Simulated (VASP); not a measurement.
Here is a VASP 6.6.1 calculation.

File INCAR:

```
PREC = Accurate
ENCUT = 520
EDIFF = 1E-6
ISMEAR = -1
SIGMA = 0.02
LREAL = F
LASPH = T
NELM = 80
ALGO = Normal
ISIF = 2
LWAVE = F
LCHARG = T
GGA = PE
LELF = T
LVHAR = T
NBANDS = 12
```

Contents of KPOINTS:

```
Automatic mesh
0
Gamma
  8 8 8
```

File POSCAR:

```
LiCl
1.0
    0.0000000000      2.7330437090      2.7330437090
    2.7330437090      0.0000000000      2.7330437090
    2.7330437090      2.7330437090      0.0000000000
Li Cl
1 1
Direct
    0.0000000000      0.0000000000      0.0000000000
    0.2500000000      0.2500000000      0.2500000000
```

Potentials or basis: VASP PAW PBE potentials, release 64 (Li_sv, Cl).

Command:

```sh
$ cat potpaw_PBE.64/Li_sv/POTCAR potpaw_PBE.64/Cl/POTCAR > POTCAR
$ mpirun -np 1 vasp_std > vasp.out
```

What does it give for the band gap on the k mesh?

6.06 eV.

 A k mesh can miss the band edges.
